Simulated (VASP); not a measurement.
Set up this calculation in VASP 6.6.1, as the native input.

```
Task                   : single point
Functional             : PBE
Dispersion             : D3(BJ)
Potentials or basis    : VASP PAW PBE potentials, release 64 (O_h, C_h, S, H_h)
Cutoff                 : 1000 eV
k mesh                 : 1 × 1 × 1
Occupations            : fermi-dirac, width 0.05 eV
Spin                   : no spin polarisation
Dipole correction      : no
Further INCAR settings : LREAL = Auto; ALGO = Normal; EDIFF = 1e-06; NBANDS = 75
```

The structure of H24C7SO7 lies in POSCAR:

```
H24C7SO7
1.0
    8.5748860000      0.0000000000      0.0000000000
    0.0000000000      8.5748860000      0.0000000000
    0.0000000000      0.0000000000      8.5748860000
O C S H
7 7 1 24
Direct
    0.2619160185      1.0906500681      0.2793156667
    0.9283971822      0.6203464396      0.9603976076
    0.8353463824      0.4415452287      0.5431325851
    0.3183482556      0.6187953986      0.9516161498
    0.4694173194      0.4524025159      0.1841890376
    0.7609197370      0.6099206450      0.2239213443
    0.0912548575      0.3623488406      1.0682241140
    0.3164823416      1.0005380830      0.3670719354
    0.9540185141      0.7401964294      0.8426234471
    1.0033136301      0.4188976973      0.5265376123
    0.3623488406      0.7771998368      0.9688991784
    0.4427114250      0.4343847837      0.3474331904
    0.7724067702      0.7683134213      0.2730531928
    0.0290382869      0.2321780138      0.9737155689
    0.4084369168      0.8787638693      0.4743270056
    0.8450491353      0.7529546165      0.7812465379
    1.0298445950      0.5737918848      0.9739604701
    0.9822288016      0.8584720543      0.8979128119
    1.0585796709      0.7080677224      0.7702493071
    1.0605388806      0.4729392321      0.6267255331
    0.7785176386      0.4359708106      0.4457901831
    1.0530169147      0.2990593694      0.5054294599
    1.0408884736      0.4904554999      0.4275741975
    0.4108042952      0.8160691582      0.8592650678
    0.3332755677      0.5737918848      1.0558391097
    0.2549071789      0.8492007940      0.9939140882
    0.4501167712      0.8016782964      1.0564921796
    0.3209255493      0.4473295622      0.3660806686
    0.5787948668      0.4846711665      0.1605619013
    0.4725893732      0.3150362582      0.3879934964
    0.5123916516      0.5221643763      0.4246237209
    0.6832510660      0.7963254555      0.3628619669
    0.8152994687      0.6110168695      0.1208762426
    0.8889564246      0.8030077601      0.3255320246
    0.7553803048      0.8586119979      0.1817400255
   -0.0851439891      0.2743826565      0.9397909197
    0.1555705813      0.3099866284      1.1462193200
    0.1083046468      0.2196064181      0.8713585230
    0.0071721070      0.1281299833      1.0473608629
```

The input as run:

INCAR

```
ALGO = Normal
EDIFF = 1E-6
ENCUT = 1000
GGA = PE
GGA_COMPAT = F
ISIF = 2
ISMEAR = -1
IVDW = 12
LASPH = T
LCHARG = F
LREAL = Auto
LWAVE = F
NBANDS = 75
NELM = 120
PREC = Accurate
SIGMA = 0.05
```

KPOINTS

```
k-points
0
Gamma
  1 1 1
```

Potentials or basis: VASP PAW PBE potentials, release 64 (O_h, C_h, S, H_h).

Run with:

```bash
$ cat potpaw_PBE.64/O_h/POTCAR potpaw_PBE.64/C_h/POTCAR potpaw_PBE.64/S/POTCAR potpaw_PBE.64/H_h/POTCAR > POTCAR
$ mpirun -np 1 vasp_gam > vasp.out
```

Results of the run:

```json
{"Pressure": "-1.3 GPa", "Largest force": "2.300 eV/Å", "Band gap on the k mesh": "3.30 eV", "Dispersion energy per atom": "-0.030 eV"}
```

Caveat: the k points lie up to 0.73 Å⁻¹ apart.

Wall time 4.4 min on 1 thread of Intel(R) Xeon(R) Platinum 8488C (Sapphire Rapids) (shared host), peak memory 1.2 GiB.
